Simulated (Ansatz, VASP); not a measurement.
**Two plane-wave programs on B4Pd**

File INCAR:

```
SYSTEM = B4Pd
PREC = Accurate
ENCUT = 520
EDIFF = 1E-6
ISMEAR = 0
SIGMA = 0.1
LREAL = .FALSE.
LASPH = .TRUE.
NELM = 80
ALGO = Normal
ISIF = 2
LWAVE = .FALSE.
LCHARG = .TRUE.
GGA = PE
LELF = .TRUE.
LVHAR = .TRUE.
NBANDS = 19
```

The input KPOINTS:

```
regular mesh
0
G
  6 6 4
  0 0 0
```

Contents of POSCAR:

```
B4Pd
1.0
    2.9735821800      0.0000000000      0.0000000000
   -1.4867910900      2.5751977100      0.0000000000
    0.0000000000      0.0000000000      7.2650848400
B Pd
4 1
Direct
    0.3333333300      0.6666666700      0.2728296900
    0.3333333300      0.6666666700      0.7271703100
    0.6666666700      0.3333333300      0.5000000000
    0.3333333300      0.6666666700      0.5000000000
    0.0000000000      0.0000000000      0.0000000000
```

Input for Ansatz:

```yaml
crystal:
  lattice:
    - [2.97358218, 0.0, 0.0]
    - [-1.48679109, 2.57519771, 0.0]
    - [0.0, 0.0, 7.26508484]
  atoms:
    - { symbol: B, position: [0.33333333, 0.66666667, 0.27282969] }
    - { symbol: B, position: [0.33333333, 0.66666667, 0.72717031] }
    - { symbol: B, position: [0.66666667, 0.33333333, 0.5] }
    - { symbol: B, position: [0.33333333, 0.66666667, 0.5] }
    - { symbol: Pd, position: [0.0, 0.0, 0.0] }
basis:
  ecutwfc: 420
kpoints:
  mp_grid: { grid: [6, 6, 4] }
hamiltonian:
  xc: pbe
scf:
  occupations: { method: gaussian, width: 0.1 }
  lower_state_search: "off"
output:
  forces: true
  stress: true
  eigenvalues: true
```

Alike in both runs: task single point; functional PBE; k mesh 6 × 6 × 4; occupations gaussian, width 0.1 eV; no spin polarisation.

```csv
,VASP,Ansatz
version,VASP 6.6.1,Ansatz 0.2.0
potentials or method,"VASP PAW PBE potentials, release 64 (B, Pd), cutoff 520 eV","scalar-relativistic, plane waves, PAW"
valence electrons in the cell,22,30
```

|  | VASP | Ansatz | Ansatz less VASP |
| --- | --- | --- | --- |
| gap on the k mesh at the Fermi level (eV) | none | none | - |
| pressure (GPa) | -22.2 | -22.2 | +0.05 |
| traceless stress, the component that is largest in VASP (GPa) | -19.22 | -19.27 | -0.049 |
| rms of the force components (eV/Å) | 0.354 | 0.353 | -0.0009 |

Atom by atom the forces differ by 0.001 eV/Å (rms over components). A gap of «none» marks a metal or a gap that the smearing closes. VASP's potentials hold 22 valence electrons a cell and Ansatz's 30, so a difference there can come from the potentials and not from the codes.

The k mesh is coarse, so the values compare programs but aren't converged.
